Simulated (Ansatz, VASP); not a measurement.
## One calculation of ZrO2, two programs

```
CELL_PARAMETERS angstrom
3.60103 0.00000 0.00000
0.00000 3.60103 0.00000
0.00000 0.00000 5.22716
ATOMIC_POSITIONS crystal
Zr 0.00000 0.00000 0.00000
Zr 0.50000 0.50000 0.50000
O 0.00000 0.50000 0.30303
O 0.00000 0.50000 0.80303
O 0.50000 0.00000 0.69697
O 0.50000 0.00000 0.19697
```

Alike in both runs: task single point; functional HSE06; k mesh 4 × 4 × 4; no spin polarisation.

```csv
,VASP,Ansatz
version,VASP 6.6.1,Ansatz 0.2.0
potentials or method,"VASP PAW PBE potentials, release 64 (Zr_sv, O)","plane waves, PAW"
plane-wave cutoff (eV),520,420
occupations,"gaussian, width 0.01 eV",fixed
valence electrons in the cell,48,48
```

Ansatz gave:

```
gap on the k mesh at the Fermi level (eV)                     : 5.71
pressure (GPa)                                                : -2.6
traceless stress, the component that is largest in VASP (GPa) : 0.08
rms of the force components (eV/Å)                            : 0.019
```

Q: Which values does VASP return?

A: gap on the k mesh at the Fermi level (eV): 5.70; pressure (GPa): -2.1; traceless stress, the component that is largest in VASP (GPa): -0.03; rms of the force components (eV/Å): 0.007.

Atom by atom the forces differ by 0.012 eV/Å (rms over components). Ansatz's warnings: stress exchange threshold loose, stress scf threshold loose.

The k mesh is coarse, so the values compare programs but aren't converged.
